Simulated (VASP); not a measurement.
# CuNi2 (P-6m2) in VASP: single point with PBE

Aim: the single point of CuNi2 with PBE.

All numbers are computed with VASP 6.6.1; they aren't measurements. Logs are shortened: lines on timing, memory, paths and dates and some standing lists are left out, and cuts for length are marked.

### 1 The cell of the first run

The structure is hexagonal, space group P-6m2 (No. 187). The conventional cell has a = 2.500 Å, b = 2.500 Å, c = 12.433 Å, α = 90.00°, β = 90.00°, γ = 120.00°. Cu (site symmetry 3m) has 6 Cu at 2.50 Å and 6 Ni at 2.54 to 2.55 Å within 3.3 Å. Within 3.3 Å of Ni (site symmetry -6m2) lie 12 Ni at 2.49 to 2.50 Å. Ni (site symmetry 3m) has 9 Ni at 2.49 to 2.50 Å and 3 Cu at 2.55 Å within 3.3 Å. Within 3.3 Å of Ni (site symmetry -6m2) lie 6 Ni at 2.50 Å and 6 Cu at 2.54 Å.

### 2 Single point, PBE, collinear spin

Contents of INCAR:

```
ALGO = Normal ; EDIFF = 1E-6
ENCUT = 520 ; GGA = PE
ISIF = 2 ; ISMEAR = 0
ISPIN = 2 ; LASPH = T
LCHARG = F ; LMAXMIX = 4
LORBIT = 11 ; LREAL = F
LWAVE = F ; MAGMOM = 0 0 -0.81 -0.63 -0.63 0
NBANDS = 44 ; NELM = 150
PREC = Accurate ; SIGMA = 0.1
```

Contents of KPOINTS:

```
k-points
0
Gamma
  18 18 4
```

Contents of POSCAR:

```
CuNi2
1.0
    2.4995945869      0.0000000000      0.0000000000
   -1.2497972934      2.1647124114      0.0000000000
    0.0000000000      0.0000000000     12.4326883000
Cu Ni
2 4
Direct
    0.0000000000      0.0000000000      0.1678940000
    0.0000000000      0.0000000000      0.8321060000
    0.0000000000      0.0000000000      0.5000000000
    0.3333333333      0.6666666667      0.3370100000
    0.3333333333      0.6666666667      0.6629900000
    0.3333333333      0.6666666667      0.0000000000
```

Potentials or basis: VASP PAW PBE potentials, release 64 (Cu, Ni).

Launch:

```
cat potpaw_PBE.64/Cu/POTCAR potpaw_PBE.64/Ni/POTCAR > POTCAR
mpirun -np 1 vasp_std > vasp.out
```

OUTCAR:

```text
EDIFF = 1E-6
   ENCUT = 520
   GGA = PE
   ISIF = 2
   ISMEAR = 0
   ISPIN = 2
   LASPH = T
   LORBIT = 11
   LREAL = F
   NELM = 150
   PREC = Accurate

 ion  position               nearest neighbor table
   1  0.000  0.000  0.168-   6 2.54   6 2.54   6 2.54   4 2.55   4 2.55   4 2.55
   2  0.000  0.000  0.832-   6 2.54   6 2.54   6 2.54   5 2.55   5 2.55   5 2.55
   3  0.000  0.000  0.500-   4 2.49   5 2.49   4 2.49   5 2.49   4 2.49   5 2.49
   4  0.333  0.667  0.337-   3 2.49   3 2.49   3 2.49   1 2.55   1 2.55   1 2.55
   5  0.333  0.667  0.663-   3 2.49   3 2.49   3 2.49   2 2.55   2 2.55   2 2.55
   6  0.333  0.667  0.000-   1 2.54   2 2.54   1 2.54   2 2.54   1 2.54   2 2.54

  LATTYP: Found a hexagonal cell.
 ALAT       =     2.4995945869
 C/A-ratio  =     4.9738819108

  Lattice vectors:

 A1 = (   2.4995945869,   0.0000000000,   0.0000000000)
 A2 = (  -1.2497972934,   2.1647124114,   0.0000000000)
 A3 = (   0.0000000000,   0.0000000000,  12.4326883000)

Analysis of symmetry for initial positions (statically):
=====================================================================
 Subroutine PRICEL returns:
 Original cell was already a primitive cell.

 Routine SETGRP: Setting up the symmetry group for a
 hexagonal supercell.

 Subroutine GETGRP returns: Found 12 space group operations
 (whereof 12 operations were pure point group operations)
 out of a pool of 24 trial point group operations.

The static configuration has the point symmetry D_3h.

Analysis of symmetry for dynamics (positions and initial velocities):
=====================================================================
 Subroutine PRICEL returns:
 Original cell was already a primitive cell.

 Routine SETGRP: Setting up the symmetry group for a
 hexagonal supercell.

 Subroutine GETGRP returns: Found 12 space group operations
 (whereof 12 operations were pure point group operations)
 out of a pool of 24 trial point group operations.

The dynamic configuration has the point symmetry D_3h.

Analysis of structural, dynamic, and magnetic symmetry:
=====================================================================
 Subroutine PRICEL returns:
 Original cell was already a primitive cell.

 Routine SETGRP: Setting up the symmetry group for a
 hexagonal supercell.

 Subroutine GETGRP returns: Found 12 space group operations
 (whereof 12 operations were pure point group operations)
 out of a pool of 24 trial point group operations.

The overall configuration has the point symmetry D_3h.

 Subroutine INISYM returns: Found 12 space group operations
 (whereof 12 operations are pure point group operations),
 and found     1 'primitive' translations

----------------------------------------------------------------------------------------

                                     Primitive cell

  volume of cell :      67.2721

  direct lattice vectors                    reciprocal lattice vectors
     2.499594587  0.000000000  0.000000000     0.400064877  0.230977564  0.000000000
    -1.249797293  2.164712411  0.000000000     0.000000000  0.461955128  0.000000000
     0.000000000  0.000000000 12.432688300     0.000000000  0.000000000  0.080433127

  length of vectors
     2.499594587  2.499594587 12.432688300     0.461955128  0.461955128  0.080433127

  position of ions in fractional coordinates (direct lattice)
     0.000000000  0.000000000  0.167894000
     0.000000000  0.000000000  0.832106000
     0.000000000  0.000000000  0.500000000
     0.333333333  0.666666667  0.337010000
     0.333333333  0.666666667  0.662990000
     0.333333333  0.666666667  0.000000000

  ion indices of the primitive-cell ions
   primitive index   ion index
                 1           1
                 2           2
                 3           3
                 4           4
                 5           5
                 6           6

----------------------------------------------------------------------------------------

 KPOINTS: k-points
[... 29 lines left out ...]
  0.222222 -0.000000  0.000000      6.000000
  0.277778  0.000000  0.000000      6.000000
[... 16 lines left out ...]
  0.333333  0.111111  0.000000     12.000000
  0.388889  0.111111  0.000000     12.000000
 [... further k-points ...]
   k-points           NKPTS =    111   k-points in BZ     NKDIM =    111   number of bands    NBANDS=     44
   number of dos      NEDOS =    301   number of ions     NIONS =      6
   total plane-waves  NPLWV =  38400
   dimension x,y,z NGX =    20 NGY =   20 NGZ =   96
   dimension x,y,z NGXF=    40 NGYF=   40 NGZF=  192
   ions per type =               2   4
   NGX,Y,Z   is equivalent  to a cutoff of  13.30, 13.30, 12.84 a.u.
   NGXF,Y,Z  is equivalent  to a cutoff of  26.60, 26.60, 25.67 a.u.
 SYSTEM =  unknown system
   PREC   = accura    normal or accurate (medium, high low for compatibility)
   ISTART =      0    job   : 0-new  1-cont  2-samecut
   ICHARG =      2    charge: 1-file 2-atom 10-const
   ISPIN  =      2    spin polarized calculation?
   LNONCOLLINEAR =      F non collinear calculations
   LSORBIT =      F    spin-orbit coupling
   LASPH  =      T    aspherical Exc in radial PAW
   ENCUT  =  520.0 eV  38.22 Ry    6.18 a.u.   4.65  4.65 23.12*2*pi/ulx,y,z
   NELM   =    150;   NELMIN=  2; NELMDL= -5     # of ELM steps
   EDIFF  = 0.1E-05   stopping-criterion for ELM
   LREAL  =      F    real-space projection
   EDIFFG = 0.1E-04   stopping-criterion for IOM
   NSW    =      0    number of steps for IOM
   IBRION =     -1    ionic relax: 0-MD 1-quasi-New 2-CG
   NFREE  =      0    steps in history (QN), initial steepest desc. (CG)
   ISIF   =      2    stress and relaxation
   ISYM   =      2    0-nonsym 1-usesym 2-fastsym
   POTIM  = 0.5000    time-step for ionic-motion
   TEBEG  =    0.0;   TEEND  =   0.0 temperature during run
   PSTRESS=    0.0 pullay stress
   NELECT =      62.0000    total number of electrons
   NUPDOWN=      -1.0000    fix difference up-down
   EMIN   =  10.00;   EMAX   =-10.00  energy-range for DOS
   EFERMI =   0.00;   METHOD = LEGACY
   ISMEAR =     0;   SIGMA  =   0.10  broadening in eV -4-tet -1-fermi 0-gaus
   EFERMI_NEDOS =   21; number of points for ismear=-14 and -15
   IALGO  =     38    algorithm
   IMIX   =      4    mixing-type and parameters
     AMIX     =   0.40;   BMIX     =  1.00
     AMIX_MAG =   1.60;   BMIX_MAG =  1.00
  volume/ion in A,a.u.               =      11.21        75.66
  Fermi-wavevector in a.u.,A,eV,Ry     =   1.593164  3.010643 34.533915  2.538171
  Thomas-Fermi vector in A             =   2.691436
   LORBIT       =     11    0 simple, 1 ext, 2 COOP (PROOUT), +10 PAW based schemes
   GGA     = PE    functional components
   LHFCALC =     F    Hartree Fock is set to
   AEXX    =    0.0000 exact exchange contribution
   IVDW    =     0    specifies the selected vdW correction
   LEPSILON=     F    determine dielectric tensor
   LRPA    =     F    only Hartree local field effects (RPA)
 spin polarized calculation
 Gauss-broadening in eV      SIGMA  =   0.10
  energy-cutoff  :      520.00
  volume of cell :       67.27
 maximum number of plane-waves:      1840
 NGX is ok and might be reduce to    20
   NGX =  9   NGY =  9   NGZ = 47

 number of electron      62.0000016 magnetization      -1.4892295

 Free energy of the ion-electron system (eV)
  ---------------------------------------------------
  ext. energy  EPLUGINS =         0.00000000
  ---------------------------------------------------
  free energy    TOTEN  =       -29.17028617 eV

  energy without entropy =      -29.12934137  energy(sigma->0) =      -29.14981377

 E-fermi :   8.5646     XC(G=0): -13.0548

 val. band max:        8.5637126301   @ k =   0.3889   0.0556   0.0000
 cond. band min:       8.5732676375   @ k =   0.1111   0.0000   0.0000
 fundamental gap:      0.0095550074
 Fermi energy:         8.5646177628

 spin component 1

 k-point     1 :       0.0000    0.0000    0.0000
  band No.  band energies     occupation
      1      -0.4340      1.00000
      2       0.4941      1.00000
      3       0.6541      1.00000
      4       2.9283      1.00000
      5       3.0962      1.00000
      6       4.0010      1.00000
[... 1093 lines left out ...]
     42      17.8048      0.00000
     43      20.5811      0.00000

 [... further k-points ...]

 spin component 2

 k-point     1 :       0.0000    0.0000    0.0000
  band No.  band energies     occupation
      1      -0.4151      1.00000
      2       0.5162      1.00000
      3       0.6700      1.00000
      4       2.9168      1.00000
      5       3.0662      1.00000
      6       3.8570      1.00000
[... 1093 lines left out ...]
     42      17.7238      0.00000
     43      20.5577      0.00000

 [... further k-points ...]

 [bands above 43 left out]

------------------------ aborting loop because EDIFF is reached ----------------------------------------

  FORCE on cell =-STRESS in cart. coord.  units (eV):
  Direction    XX          YY          ZZ          XY          YZ          ZX
  --------------------------------------------------------------------------------------
  -------------------------------------------------------------------------------------
  Total        0.0897892      0.0897892      0.0376620      0.0000000      0.0000000      0.0000000
  in kB        2.1384531      2.1384531      0.8969727      0.0000000      0.0000000      0.0000000
  external PRESSURE =       1.7246263 kB  Pullay stress =       0.0000000 kB

 VOLUME and BASIS-vectors are now :
 -----------------------------------------------------------------------------
  energy-cutoff  :      520.00
  volume of cell :       67.27
      direct lattice vectors                 reciprocal lattice vectors
     2.499594587  0.000000000  0.000000000     0.400064877  0.230977564  0.000000000
    -1.249797293  2.164712411  0.000000000     0.000000000  0.461955128  0.000000000
     0.000000000  0.000000000 12.432688300     0.000000000  0.000000000  0.080433127

 POSITION                                       TOTAL-FORCE (eV/Angst)
 -----------------------------------------------------------------------------------
      0.00000      0.00000      2.08737        -0.000000      0.000000      0.001779
      0.00000      0.00000     10.34531        -0.000000      0.000000     -0.001779
      0.00000      0.00000      6.21634        -0.000000      0.000000      0.000000
     -0.00000      1.44314      4.18994         0.000000     -0.000000      0.007850
     -0.00000      1.44314      8.24275         0.000000     -0.000000     -0.007850
     -0.00000      1.44314      0.00000        -0.000000      0.000000      0.000000
 -----------------------------------------------------------------------------------
    total drift:                                0.000003     -0.000002     -0.000000

  FREE ENERGIE OF THE ION-ELECTRON SYSTEM (eV)
  ---------------------------------------------------
  free  energy   TOTEN  =       -29.1702861655 eV

  energy  without entropy=      -29.1293413655  energy(sigma->0) =      -29.14981377

 total charge

# of ion       s       p       d       tot
------------------------------------------
    1        0.456   0.410   9.175  10.042
    2        0.456   0.410   9.175  10.042
    3        0.491   0.487   8.310   9.289
    4        0.483   0.465   8.332   9.280
    5        0.483   0.465   8.332   9.280
    6        0.476   0.445   8.353   9.274
--------------------------------------------------
tot          2.846   2.683  51.678  57.206

 magnetization (x)

# of ion       s       p       d       tot
------------------------------------------
    1        0.001   0.006   0.001   0.008
    2        0.001   0.006   0.001   0.008
    3        0.005   0.021  -0.673  -0.647
    4        0.004   0.018  -0.494  -0.473
    5        0.004   0.018  -0.494  -0.473
    6       -0.000  -0.000   0.047   0.047
--------------------------------------------------
tot          0.015   0.068  -1.614  -1.531
```

Wall time 20 min (1 thread of Intel Xeon Platinum 8259CL at 2.50GHz (Skylake/Cascade Lake), shared host); peak memory 0.54 GiB.

What came out:

| Item | Value |
| --- | --- |
| Free energy | -29.1703 eV |
| Pressure | 0.2 GPa |
| Largest force | 0.008 eV/Å |
| Net moment | -1.49 μB per cell |
| Site moments | Cu +0.01; Ni -0.65, -0.47, +0.05 (each value once) μB |
| Valence electrons inside the program's atomic spheres | Cu 10.04; Ni 9.29, 9.28, 9.27 (each value once) |

Forces on the atoms (eV/Å):
```
Cu   0.000  0.000  0.002
Cu   0.000  0.000 -0.002
Ni   0.000  0.000  0.000
Ni   0.000  0.000  0.008
Ni   0.000  0.000 -0.008
Ni   0.000  0.000  0.000
```

Stress tensor (GPa, compression positive):
```
0.21 0.00 0.00
0.00 0.21 0.00
0.00 0.00 0.09
```

Levels at points of the mesh, in eV from the Fermi level:
Spin up:
```
           k point  band 26  band 27  band 28  band 29  band 30  band 31  band 32  band 33  band 34  band 35
(0.00, 0.00, 0.00)    -1.28    -1.28    -0.69    -0.69    -0.54    -0.33    -0.33    -0.21    -0.21    -0.01
(0.50, 0.00, 0.00)    -0.01     0.09     0.19     0.28     0.29     0.58     0.69     1.27     2.15     2.35
(0.00, 0.00, 0.50)    -1.33    -1.33    -1.21    -0.69    -0.69    -0.33    -0.33    -0.22    -0.22    -0.01
(0.50, 0.00, 0.50)    -0.04     0.09     0.19     0.28     0.29     0.81     1.14     1.31     1.50     2.64
```
Spin down:
| k point | band 28 | band 29 | band 30 | band 31 | band 32 | band 33 | band 34 | band 35 | band 36 | band 37 |
| --- | --- | --- | --- | --- | --- | --- | --- | --- | --- | --- |
| (0.00, 0.00, 0.00) | -1.22 | -1.22 | -0.73 | -0.73 | -0.61 | -0.61 | -0.51 | -0.30 | -0.30 | 5.01 |
| (0.50, 0.00, 0.00) | -0.34 | -0.33 | 0.16 | 0.56 | 0.69 | 1.03 | 2.04 | 2.30 | 2.86 | 6.36 |
| (0.00, 0.00, 0.50) | -1.22 | -1.18 | -1.18 | -0.74 | -0.74 | -0.61 | -0.61 | -0.30 | -0.30 | 6.32 |
| (0.50, 0.00, 0.50) | -0.34 | -0.33 | 0.16 | 0.80 | 0.94 | 1.16 | 1.45 | 2.60 | 2.79 | 6.07 |
